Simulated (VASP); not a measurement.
Wanted: the native input for a VASP 6.6.1 run.

| Item | Value |
| --- | --- |
| Task | relaxation of cell and atoms |
| Functional | PBE |
| Potentials or basis | VASP PAW PBE potentials, release 64 (Ti_sv, Al) |
| Cutoff | 600 eV |
| k mesh | 12 × 12 × 12 |
| Occupations | gaussian, width 0.1 eV |
| Spin | no spin polarisation |
| Dipole correction | no |
| Further INCAR settings | ALGO = Normal; EDIFF = 1e-07; IBRION = 2; EDIFFG = -0.01; NSW = 100; ISIF = 3 |

The structure of TiAl3 lies in POSCAR:

```
TiAl3
1.0
    3.9556713100      0.0000000000      0.0000000000
    0.0000000000      3.9556713100      0.0000000000
    0.0000000000      0.0000000000      3.9556713100
Ti Al
1 3
Direct
    0.0000000000      0.0000000000      0.0000000000
    0.5000000000      0.5000000000      0.0000000000
    0.5000000000      0.0000000000      0.5000000000
    0.0000000000      0.5000000000      0.5000000000
```

One way to write it, as run:

INCAR

```
PREC = Accurate
ENCUT = 600
EDIFF = 1E-7
ISMEAR = 0
SIGMA = 0.1
LREAL = F
LASPH = T
NELM = 80
ALGO = Normal
ISIF = 3
LWAVE = F
LCHARG = F
GGA = PE
IBRION = 2
NSW = 100
EDIFFG = -0.01
```

KPOINTS

```
regular mesh
0
Gamma
  12 12 12
```

Potentials or basis: VASP PAW PBE potentials, release 64 (Ti_sv, Al).

Command:

```sh
$ cat potpaw_PBE.64/Ti_sv/POTCAR potpaw_PBE.64/Al/POTCAR > POTCAR
$ mpirun -np 1 vasp_std > vasp.out
```

Results of the run:

```yaml
Relaxed_volume: 15.76 Å³/atom
Relaxed_cell: a = 3.980 Å, b = 3.980 Å, c = 3.980 Å, α = 90.00°, β = 90.00°, γ = 90.00°
Space_group_after_relaxing_to_0.05_Å: Pm-3m (No. 221)
Energy_gained_by_relaxing: 1.7 meV/atom
Ionic_steps: 3
Pressure_after_relaxing: 0.0 GPa
```

Wall time 2.1 min on 1 thread of Intel(R) Xeon(R) Platinum 8488C (Sapphire Rapids), on a shared host, peak memory 0.25 GiB.
